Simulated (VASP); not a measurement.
AlGa2As3:

```
Al Ga As
1.0
     6.17710    0.00000    0.00000
    -3.08855    5.34953    0.00000
     0.00000    0.00000    3.43098
Al Ga As
1 2 3
Direct
  0.00000 0.00000 0.00000
  0.33333 0.66667 0.00000
  0.66667 0.33333 0.00000
  0.50000 0.00000 0.50000
  0.50000 0.50000 0.50000
  0.00000 0.50000 0.50000
```

| Item | Value |
| --- | --- |
| Program | VASP 6.6.1 |
| Task | relaxation of cell and atoms |
| Functional | PBE |
| Potentials or basis | VASP PAW PBE potentials, release 64 (Al, Ga_d, As) |
| Cutoff | 600 eV |
| k mesh | 3 × 3 × 6 |
| Occupations | gaussian, width 0.1 eV |
| Spin | no spin polarisation |

At the start: pressure 15.7 GPa; volume 18.90 Å³/atom.

Task: Where does the relaxation end?

Result: Over 6 steps the energy falls by 173.2 meV/atom and the volume is 23.11 Å³/atom (+22.3 %); space group P6/mmm (No. 191, to 0.05 Å).

Step by step:
```
step  energy change (eV)  largest force (eV/Å)  pressure (GPa)  volume (Å³)
   1              0.0000                0.0000           15.69       113.38
   2             -0.9595                0.0000           -2.68       146.52
   3             -1.0368                0.0000            0.05       137.89
   4             -1.0367                0.0000           -0.07       138.41
   5             -1.0389                0.0000           -0.11       138.56
   6             -1.0394                0.0000           -0.12       138.67
```

Final structure:
```
Al Ga As
1.0
     6.60378    0.00000    0.00000
    -3.30189    5.71904    0.00000
     0.00000    0.00000    3.67169
Al Ga As
1 2 3
Direct
  0.00000 0.00000 0.00000
  0.33333 0.66667 0.00000
  0.66667 0.33333 0.00000
  0.50000 0.00000 0.50000
  0.50000 0.50000 0.50000
  0.00000 0.50000 0.50000
```

Caveat: the k points lie up to 0.37 Å⁻¹ apart in the final cell; the volume moved by over 15 % at a fixed basis, so the end points are rough.
